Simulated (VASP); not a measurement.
A run of VASP 6.6.1:

INCAR

```
PREC = Accurate
ENCUT = 520
EDIFF = 1E-6
ISMEAR = 0
SIGMA = 0.1
LREAL = False
LASPH = True
NELM = 80
ALGO = Normal
ISIF = 2
LWAVE = False
LCHARG = False
GGA = PE
NBANDS = 21
```

Contents of KPOINTS:

```
Automatic mesh
0
Gamma
  6 6 2
```

The input POSCAR:

```
Be3CCl2
1.0
    3.2890095900      0.0000000000      0.0000000000
   -1.6445048000      2.8483658600      0.0000000000
    0.0000000000      0.0000000000      8.0438972100
Be C Cl
3 1 2
Direct
    0.3333333300      0.6666666700      0.8871235500
    0.6666666700      0.3333333300      0.1128764500
    0.0000000000      0.0000000000      0.5000000000
    0.0000000000      0.0000000000      0.0000000000
    0.3333333300      0.6666666700      0.3064382200
    0.6666666700      0.3333333300      0.6935617800
```

Potentials or basis: VASP PAW PBE potentials, release 64 (Be, C, Cl).

Launch:

```console
$ cat potpaw_PBE.64/Be/POTCAR potpaw_PBE.64/C/POTCAR potpaw_PBE.64/Cl/POTCAR > POTCAR
$ mpirun -np 1 vasp_std > vasp.out
```

Hardware: 1 thread of Intel Xeon 6975P-C, with other jobs on the host.

Task: Estimate the wall time of this run.

Result: Run time: 26 s on 1 thread of Intel Xeon 6975P-C (shared host), peak memory 0.18 GiB. Counts: scf iterations 21, k points 14.
